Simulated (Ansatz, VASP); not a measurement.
**Two plane-wave programs on In**

The input INCAR:

```
SYSTEM = In
  ALGO = Normal
  EDIFF = 1E-6
  ENCUT = 520
  GGA = CA
  GGA_COMPAT = .False.
  ISIF = 2
  ISMEAR = -1
  LASPH = .True.
  LCHARG = .True.
  LNONCOLLINEAR = .True.
  LORBIT = 11
  LORBMOM = .True.
  LREAL = .False.
  LSORBIT = .True.
  LVHAR = .True.
  LWAVE = .False.
  MAGMOM = 0 0 0
  NBANDS = 24
  NELM = 150
  PREC = Accurate
  SIGMA = 0.1
```

File KPOINTS:

```
k-points
0
Gamma
  12 12 12
  0 0 0
```

The input POSCAR:

```
In
1.0
    0.0000000000      2.3072978333      2.3072978333
    2.3072978333      0.0000000000      2.3072978333
    2.3072978333      2.3072978333      0.0000000000
In
1
Direct
    0.0000000000      0.0000000000      0.0000000000
```

Input for Ansatz:

```yaml
crystal:
  lattice:
    - [0.0, 2.3072978333, 2.3072978333]
    - [2.3072978333, 0.0, 2.3072978333]
    - [2.3072978333, 2.3072978333, 0.0]
  atoms:
    - { symbol: In, position: [0.0, 0.0, 0.0] }
hamiltonian:
  xc: lda
  pseudopotentials:
    kind: paw_fr
    azcp:
      In: "pseudopotentials/In.paw.azcp"
basis:
  ecutwfc: 420
  fft_grid_basis: typed
kpoints:
  mp_grid: { grid: [12, 12, 12], shift: [0, 0, 0] }
magnetization:
  noncollinear: true
  spin_orbit: true
scf:
  occupations: { method: fermi_dirac, width: 0.1 }
```

Alike in both runs: task single point; functional LDA; k mesh 12 × 12 × 12; occupations fermi-dirac, width 0.1 eV; non-collinear spin, spin-orbit coupling.

```csv
,VASP,Ansatz
version,VASP 6.6.1,Ansatz 0.2.0
potentials or method,"VASP PAW LDA potentials, release 64 (In_d), cutoff 520 eV","plane waves (420 eV) with PAW, fully relativistic with spin-orbit coupling"
valence electrons in the cell,13,13
```

```tsv
	VASP	Ansatz	Ansatz less VASP
net moment per atom (μB)	0.00	0.00	0.000
```

Ansatz warns that its potentials were made for another functional, while VASP's fit it. LDA's correlation is that of Perdew and Zunger in VASP and of Perdew and Wang (1992) in Ansatz.
